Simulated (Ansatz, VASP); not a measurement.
One calculation of BN, two programs

The input POSCAR:

```
BN
1.0
    2.4413919117      0.0000000000      0.0000000000
   -1.2206959559      2.1143074161      0.0000000000
    0.0000000000      0.0000000000      6.3281400000
B N
2 2
Direct
    0.3333333333      0.6666666667      0.2500000000
    0.6666666667      0.3333333333      0.7500000000
    0.3333333333      0.6666666667      0.7500000000
    0.6666666667      0.3333333333      0.2500000000
```

INCAR.step1

```
ALGO = Normal
EDIFF = 1E-4
ENCUT = 520
GGA = PE
ISMEAR = 0
LASPH = T
LCHARG = F
LREAL = F
LWAVE = T
NBANDS = 16
NELM = 100
PREC = Accurate
SIGMA = 0.05
```

The input INCAR.step2:

```
ALGO = Normal
EDIFF = 1E-7
ENCUT = 520
ISIF = 2
ISMEAR = 0
ISTART = 1
LASPH = T
LCHARG = F
LMIXTAU = T
LREAL = F
LWAVE = F
METAGGA = R2SCAN
NBANDS = 16
NELM = 100
PREC = Accurate
SIGMA = 0.05
```

File KPOINTS:

```
k-points
0
Gamma
  12 12 4
```

Input for Ansatz:

```yaml
crystal:
  lattice:
    - [2.4413919117, 0.0, 0.0]
    - [-1.2206959559, 2.1143074161, 0.0]
    - [0.0, 0.0, 6.32814]
  atoms:
    - { symbol: B, position: [0.3333333333, 0.6666666667, 0.25] }
    - { symbol: B, position: [0.6666666667, 0.3333333333, 0.75] }
    - { symbol: "N", position: [0.3333333333, 0.6666666667, 0.75] }
    - { symbol: "N", position: [0.6666666667, 0.3333333333, 0.25] }
basis:
  ecutwfc: 500
kpoints:
  mp_grid: { grid: [12, 12, 4] }
hamiltonian:
  xc: r2scan
scf:
  occupations: { method: gaussian, width: 0.05 }
output:
  forces: true
  stress: true
  eigenvalues: true
```

Change from the starting cell: strain -0.025 along x and y, -0.050 along z, atoms carried along.

Alike in both runs: task single point; functional r2SCAN; k mesh 12 × 12 × 4; occupations gaussian, width 0.05 eV; no spin polarisation.

|  | VASP | Ansatz |
| --- | --- | --- |
| version | VASP 6.6.1 | Ansatz 0.2.0 |
| potentials or method | VASP PAW PBE potentials, release 64 (B, N), cutoff 520 eV | scalar-relativistic, plane waves, PAW |
| valence electrons in the cell | 16 | 16 |

|  | VASP | Ansatz | Ansatz less VASP |
| --- | --- | --- | --- |
| gap on the k mesh at the Fermi level (eV) | 4.91 | 4.87 | -0.044 |
| least direct gap on the mesh (eV) | 5.34 | 5.30 | -0.040 |
| pressure (GPa) | 22.3 | 21.8 | -0.46 |
| traceless stress, the component that is largest in VASP (GPa) | -19.43 | -18.64 | +0.796 |

VASP's potentials were made for PBE, not for r2SCAN.
